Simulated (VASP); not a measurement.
# MoSe (Fm-3m) in VASP: a series of runs

The runs below take MoSe through single point, relaxation of cell and atoms, with PBE.

Program: VASP 6.6.1. These are calculated values, not measurements. Logs are shortened: lines on timing, memory, paths and dates and some standing lists are left out, and cuts for length are marked.

## Step 1: The cell of the first run

It takes space group Fm-3m (No. 225, cubic). Conventional cell: a = 5.389 Å, b = 5.389 Å, c = 5.389 Å, α = 90.00°, β = 90.00°, γ = 90.00°. Within 3.6 Å of Mo (site symmetry m-3m) lie 6 Se at 2.69 Å. Within 3.6 Å of Se (site symmetry m-3m) lie 6 Mo at 2.69 Å.

## Step 2: Single point, PBE

INCAR reads:

```
PREC = Accurate
ENCUT = 500
EDIFF = 1E-6
ISMEAR = 0
SIGMA = 0.1
LREAL = False
LASPH = True
NELM = 120
ALGO = Normal
ISIF = 2
LWAVE = False
LCHARG = False
GGA = PE
NBANDS = 17
GGA_COMPAT = False
```

KPOINTS reads:

```
regular mesh
0
Gamma
  14 14 14
```

POSCAR reads:

```
MoSe
1.0
    0.0000000000      2.6944190825      2.6944190825
    2.6944190825      0.0000000000      2.6944190825
    2.6944190825      2.6944190825      0.0000000000
Mo Se
1 1
Direct
    0.0000000000      0.0000000000      0.0000000000
    0.5000000000      0.5000000000      0.5000000000
```

Potentials or basis: VASP PAW PBE potentials, release 64 (Mo_sv, Se).

The run is started by

```sh
> cat potpaw_PBE.64/Mo_sv/POTCAR potpaw_PBE.64/Se/POTCAR > POTCAR
> mpirun -np 1 vasp_std > vasp.out
```

OUTCAR:

```text
PREC = Accurate
   ENCUT = 500
   EDIFF = 1E-6
   ISMEAR = 0
   LREAL = False
   LASPH = True
   NELM = 120
   ISIF = 2
   GGA = PE

 ion  position               nearest neighbor table
   1  0.000  0.000  0.000-   2 2.69   2 2.69   2 2.69   2 2.69   2 2.69   2 2.69
   2  0.500  0.500  0.500-   1 2.69   1 2.69   1 2.69   1 2.69   1 2.69   1 2.69

  LATTYP: Found a face centered cubic cell.
 ALAT       =     5.3888381650

  Lattice vectors:

 A1 = (   0.0000000000,   2.6944190825,   2.6944190825)
 A2 = (   2.6944190825,   0.0000000000,   2.6944190825)
 A3 = (   2.6944190825,   2.6944190825,   0.0000000000)

Analysis of symmetry for initial positions (statically):
=====================================================================
 Subroutine PRICEL returns:
 Original cell was already a primitive cell.

 Routine SETGRP: Setting up the symmetry group for a
 face centered cubic supercell.

 Subroutine GETGRP returns: Found 48 space group operations
 (whereof 48 operations were pure point group operations)
 out of a pool of 48 trial point group operations.

The static configuration has the point symmetry O_h .

Analysis of symmetry for dynamics (positions and initial velocities):
=====================================================================
 Subroutine PRICEL returns:
 Original cell was already a primitive cell.

 Routine SETGRP: Setting up the symmetry group for a
 face centered cubic supercell.

 Subroutine GETGRP returns: Found 48 space group operations
 (whereof 48 operations were pure point group operations)
 out of a pool of 48 trial point group operations.

The dynamic configuration has the point symmetry O_h .

 Subroutine INISYM returns: Found 48 space group operations
 (whereof 48 operations are pure point group operations),
 and found     1 'primitive' translations

----------------------------------------------------------------------------------------

                                     Primitive cell

  volume of cell :      39.1224

  direct lattice vectors                    reciprocal lattice vectors
     0.000000000  2.694419083  2.694419083    -0.185568757  0.185568757  0.185568757
     2.694419083  0.000000000  2.694419083     0.185568757 -0.185568757  0.185568757
     2.694419083  2.694419083  0.000000000     0.185568757  0.185568757 -0.185568757

  length of vectors
     3.810484009  3.810484009  3.810484009     0.321414515  0.321414515  0.321414515

  position of ions in fractional coordinates (direct lattice)
     0.000000000  0.000000000  0.000000000
     0.500000000  0.500000000  0.500000000

  ion indices of the primitive-cell ions
   primitive index   ion index
                 1           1
                 2           2

----------------------------------------------------------------------------------------

 KPOINTS: regular mesh

Automatic generation of k-mesh.
 Grid dimensions read from file:
 generate k-points for:   14   14   14

 Generating k-lattice:

  Cartesian coordinates                     Fractional coordinates (reciprocal lattice)
    -0.013254911  0.013254911  0.013254911     0.071428571  0.000000000  0.000000000
     0.013254911 -0.013254911  0.013254911     0.000000000  0.071428571  0.000000000
     0.013254911  0.013254911 -0.013254911     0.000000000  0.000000000  0.071428571

  Length of vectors
     0.022958180  0.022958180  0.022958180

  Shift w.r.t. Gamma in fractional coordinates (k-lattice)
     0.000000000  0.000000000  0.000000000

 Subroutine IBZKPT returns following result:
 ===========================================

 Found    104 irreducible k-points:

 Following reciprocal coordinates:
            Coordinates               Weight
  0.000000  0.000000  0.000000      1.000000
  0.071429  0.000000  0.000000      8.000000
  0.142857  0.000000  0.000000      8.000000
  0.214286  0.000000  0.000000      8.000000
  0.285714  0.000000  0.000000      8.000000
  0.357143  0.000000  0.000000      8.000000
[... 16 lines left out ...]
  0.214286  0.142857  0.000000     24.000000
  0.285714  0.142857  0.000000     24.000000
 [... further k-points ...]
   k-points           NKPTS =    104   k-points in BZ     NKDIM =    104   number of bands    NBANDS=     17
   number of dos      NEDOS =    301   number of ions     NIONS =      2
   total plane-waves  NPLWV =  21952
   dimension x,y,z NGX =    28 NGY =   28 NGZ =   28
   dimension x,y,z NGXF=    56 NGYF=   56 NGZF=   56
   ions per type =               1   1
   NGX,Y,Z   is equivalent  to a cutoff of  12.22, 12.22, 12.22 a.u.
   NGXF,Y,Z  is equivalent  to a cutoff of  24.43, 24.43, 24.43 a.u.
 SYSTEM =  unknown system
   PREC   = accura    normal or accurate (medium, high low for compatibility)
   ISTART =      0    job   : 0-new  1-cont  2-samecut
   ICHARG =      2    charge: 1-file 2-atom 10-const
   ISPIN  =      1    spin polarized calculation?
   LNONCOLLINEAR =      F non collinear calculations
   LSORBIT =      F    spin-orbit coupling
   LASPH  =      T    aspherical Exc in radial PAW
   ENCUT  =  500.0 eV  36.75 Ry    6.06 a.u.   6.95  6.95  6.95*2*pi/ulx,y,z
   NELM   =    120;   NELMIN=  2; NELMDL= -5     # of ELM steps
   EDIFF  = 0.1E-05   stopping-criterion for ELM
   LREAL  =      F    real-space projection
   EDIFFG = 0.1E-04   stopping-criterion for IOM
   NSW    =      0    number of steps for IOM
   IBRION =     -1    ionic relax: 0-MD 1-quasi-New 2-CG
   NFREE  =      0    steps in history (QN), initial steepest desc. (CG)
   ISIF   =      2    stress and relaxation
   ISYM   =      2    0-nonsym 1-usesym 2-fastsym
   POTIM  = 0.5000    time-step for ionic-motion
   TEBEG  =    0.0;   TEEND  =   0.0 temperature during run
   PSTRESS=    0.0 pullay stress
   NELECT =      20.0000    total number of electrons
   NUPDOWN=      -1.0000    fix difference up-down
   EMIN   =  10.00;   EMAX   =-10.00  energy-range for DOS
   EFERMI =   0.00;   METHOD = LEGACY
   ISMEAR =     0;   SIGMA  =   0.10  broadening in eV -4-tet -1-fermi 0-gaus
   EFERMI_NEDOS =   21; number of points for ismear=-14 and -15
   IALGO  =     38    algorithm
   IMIX   =      4    mixing-type and parameters
     AMIX     =   0.40;   BMIX     =  1.00
     AMIX_MAG =   1.60;   BMIX_MAG =  1.00
  volume/ion in A,a.u.               =      19.56       132.01
  Fermi-wavevector in a.u.,A,eV,Ry     =   1.309010  2.473671 23.313686  1.713508
  Thomas-Fermi vector in A             =   2.439638
   LORBIT       =      0    0 simple, 1 ext, 2 COOP (PROOUT), +10 PAW based schemes
   GGA     = PE    functional components
   LHFCALC =     F    Hartree Fock is set to
   AEXX    =    0.0000 exact exchange contribution
   IVDW    =     0    specifies the selected vdW correction
   LEPSILON=     F    determine dielectric tensor
   LRPA    =     F    only Hartree local field effects (RPA)
 non-spin polarized calculation
 Gauss-broadening in eV      SIGMA  =   0.10
  energy-cutoff  :      500.00
  volume of cell :       39.12
 maximum number of plane-waves:      1010
   NGX = 13   NGY = 13   NGZ = 13

 number of electron      20.0000000 magnetization

 Free energy of the ion-electron system (eV)
  ---------------------------------------------------
  ext. energy  EPLUGINS =         0.00000000
  ---------------------------------------------------
  free energy    TOTEN  =       -13.17249150 eV

  energy without entropy =      -13.15447936  energy(sigma->0) =      -13.16348543

 E-fermi :   8.3696     XC(G=0): -11.2942

 val. band max:        8.3460926143   @ k =  -0.4286   0.2143   0.0000
 cond. band min:       8.3711722983   @ k =   0.2143   0.1429   0.0000
 fundamental gap:      0.0250796841
 Fermi energy:         8.3695655572

 k-point     1 :       0.0000    0.0000    0.0000
  band No.  band energies     occupation
      1     -52.9114      2.00000
      2     -26.9983      2.00000
      3     -26.9983      2.00000
      4     -26.9983      2.00000
      5      -6.9841      2.00000
      6       6.1619      2.00000
[... 9 lines left out ...]
     16      19.7108      0.00000
     17      19.7108      0.00000

 k-point     2 :       0.0714    0.0000    0.0000
  band No.  band energies     occupation
      1     -52.9112      2.00000
      2     -27.0021      2.00000
      3     -26.9986      2.00000
      4     -26.9986      2.00000
      5      -6.9325      2.00000
      6       5.5324      2.00000
[... 9 lines left out ...]
     16      19.3522      0.00000
     17      19.5010      0.00000

 k-point     3 :       0.1429    0.0000    0.0000
  band No.  band energies     occupation
      1     -52.9106      2.00000
      2     -27.0128      2.00000
      3     -26.9996      2.00000
      4     -26.9996      2.00000
      5      -6.7834      2.00000
      6       4.5236      2.00000
[... 9 lines left out ...]
     16      18.8141      0.00000
     17      18.8377      0.00000

 k-point     4 :       0.2143    0.0000    0.0000
  band No.  band energies     occupation
      1     -52.9097      2.00000
      2     -27.0282      2.00000
      3     -27.0011      2.00000
      4     -27.0011      2.00000
      5      -6.5539      2.00000
      6       3.4900      2.00000
[... 9 lines left out ...]
     16      17.7823      0.00000
     17      17.7823      0.00000
[... 343 lines left out ...]
      1     -52.9103      2.00000
      2     -27.0111      2.00000
      3     -27.0033      2.00000
      4     -27.0033      2.00000
      5      -6.7313      2.00000
      6       3.8654      2.00000
[... 9 lines left out ...]
     16      18.2041      0.00000
     17      18.3695      0.00000

 k-point    23 :       0.2143    0.1429    0.0000
  band No.  band energies     occupation
      1     -52.9096      2.00000
      2     -27.0210      2.00000
      3     -27.0056      2.00000
      4     -27.0046      2.00000
      5      -6.5789      2.00000
      6       3.3051      2.00000
[... 9 lines left out ...]
     16      16.9632      0.00000
     17      17.9372      0.00000

 k-point    24 :       0.2857    0.1429    0.0000
  band No.  band energies     occupation
      1     -52.9088      2.00000
      2     -27.0350      2.00000
      3     -27.0077      2.00000
      4     -27.0060      2.00000
      5      -6.3658      2.00000
      6       2.7540      2.00000
[... 9 lines left out ...]
     16      16.5956      0.00000
     17      17.3898      0.00000

 [... further k-points ...]

------------------------ aborting loop because EDIFF is reached ----------------------------------------

  FORCE on cell =-STRESS in cart. coord.  units (eV):
  Direction    XX          YY          ZZ          XY          YZ          ZX
  --------------------------------------------------------------------------------------
  -------------------------------------------------------------------------------------
  Total       -2.5468092     -2.5468092     -2.5468092     -0.0000000     -0.0000000      0.0000000
  in kB     -104.2993407   -104.2993407   -104.2993407     -0.0000000     -0.0000000      0.0000000
  external PRESSURE =    -104.2993407 kB  Pullay stress =       0.0000000 kB

 VOLUME and BASIS-vectors are now :
 -----------------------------------------------------------------------------
  energy-cutoff  :      500.00
  volume of cell :       39.12
      direct lattice vectors                 reciprocal lattice vectors
     0.000000000  2.694419083  2.694419083    -0.185568757  0.185568757  0.185568757
     2.694419083  0.000000000  2.694419083     0.185568757 -0.185568757  0.185568757
     2.694419083  2.694419083  0.000000000     0.185568757  0.185568757 -0.185568757

 POSITION                                       TOTAL-FORCE (eV/Angst)
 -----------------------------------------------------------------------------------
      0.00000      0.00000      0.00000         0.000000      0.000000     -0.000000
      2.69442      2.69442      2.69442         0.000000      0.000000      0.000000
 -----------------------------------------------------------------------------------
    total drift:                               -0.000000      0.000000      0.000000

  FREE ENERGIE OF THE ION-ELECTRON SYSTEM (eV)
  ---------------------------------------------------
  free  energy   TOTEN  =       -13.1724915034 eV

  energy  without entropy=      -13.1544793649  energy(sigma->0) =      -13.16348543
```

Wall time 42 s (1 thread of Intel Xeon Platinum 8488C (Sapphire Rapids), shared host); peak memory 0.2 GiB.

What came out:

```
Free energy            : -13.1725 eV
Pressure               : -10.4 GPa
Band gap on the k mesh : zero (band 10 reaches 8.60 eV, above the bottom of band 11 at 6.73 eV)
```

## Step 3: Relaxation of cell and atoms, PBE, collinear spin, ferromagnetic start

This run uses another cell than the first one, of 16.56 Å³/atom, 0.847 times its volume.

INCAR reads:

```
SYSTEM = MoSe
  PREC = Accurate
  ENCUT = 500
  EDIFF = 1E-7
  ISMEAR = 0
  SIGMA = 0.1
  LREAL = .FALSE.
  LASPH = .TRUE.
  NELM = 200
  ALGO = Normal
  ISIF = 3
  LWAVE = .FALSE.
  LCHARG = .FALSE.
  ISPIN = 2
  MAGMOM = 0.27 0
  LORBIT = 11
  LMAXMIX = 4
  GGA = PE
  IBRION = 2
  NSW = 100
  EDIFFG = -0.05
  GGA_COMPAT = .FALSE.
  NELMIN = 4
```

KPOINTS reads:

```
Automatic mesh
0
G
  6 6 6
  0 0 0
```

POSCAR reads:

```
MoSe
1.0
    0.0000000000      2.5490353640      2.5490353640
    2.5490353640      0.0000000000      2.5490353640
    2.5490353640      2.5490353640      0.0000000000
Mo Se
1 1
Direct
    0.0000000000      0.0000000000      0.0000000000
    0.5000000000      0.5000000000      0.5000000000
```

Potentials or basis: VASP PAW PBE potentials, release 64 (Mo_sv, Se).

The run is started by

```sh
> cat potpaw_PBE.64/Mo_sv/POTCAR potpaw_PBE.64/Se/POTCAR > POTCAR
> mpirun -np 1 vasp_std > vasp.out
```

Wall time 79 s (1 thread of Intel Xeon Platinum 8488C (Sapphire Rapids), shared host); peak memory 0.18 GiB.

The run converged. Its results:

| Quantity | Value |
| --- | --- |
| Free energy | -13.2854 eV |
| Relaxed volume | 17.86 Å³/atom |
| Relaxed cell | a = 3.697 Å, b = 3.697 Å, c = 3.697 Å, α = 60.00°, β = 60.00°, γ = 60.00° |
| Space group after relaxing (to 0.05 Å) | Fm-3m (No. 225) |
| Energy gained by relaxing | 44.7 meV/atom |
| Ionic steps | 3 |
| Pressure after relaxing | -0.2 GPa |
| Band gap on the k mesh | zero (filled and empty bands overlap) |
| Net moment | 0.00 μB per cell |
| Valence electrons inside the program's atomic spheres | Mo 12.35; Se 3.94 |

Step by step:
```tsv
step	energy change (eV)	largest force (eV/Å)	pressure (GPa)	volume (Å³)
1	0.0000	0.0000	12.36	33.13
2	0.0683	0.0000	-11.49	39.63
3	-0.0895	0.0000	-0.25	35.72
```

Final structure:
```yaml
crystal:
  lattice:
    - [0.00000, 2.61382, 2.61382]
    - [2.61382, 0.00000, 2.61382]
    - [2.61382, 2.61382, 0.00000]
  atoms:
    - { symbol: Mo, position: [0.00000, 0.00000, 0.00000] }
    - { symbol: Se, position: [0.50000, 0.50000, 0.50000] }
```

Levels at points of the mesh, in eV from the Fermi level:
Spin up:
```
           k point  band 8  band 9  band 10  band 11  band 12  band 13
(0.00, 0.00, 0.00)   -2.29   -1.98    -1.98    -1.98    -1.59    -1.59
(0.50, 0.00, 0.00)   -5.56   -0.11    -0.11     0.52     2.53     4.65
(0.50, 0.50, 0.00)   -3.82   -3.56    -0.75     0.48     0.48     1.35
```
Spin down:
```
           k point  band 7  band 8  band 9  band 10  band 11  band 12  band 13  band 14
(0.00, 0.00, 0.00)   -2.29   -2.29   -1.98    -1.98    -1.98    -1.59    -1.59     2.66
(0.50, 0.00, 0.00)   -5.56   -5.56   -0.11    -0.11     0.52     2.53     4.65     4.65
(0.50, 0.50, 0.00)   -3.82   -3.82   -3.56    -0.75     0.48     0.48     1.35     2.65
```
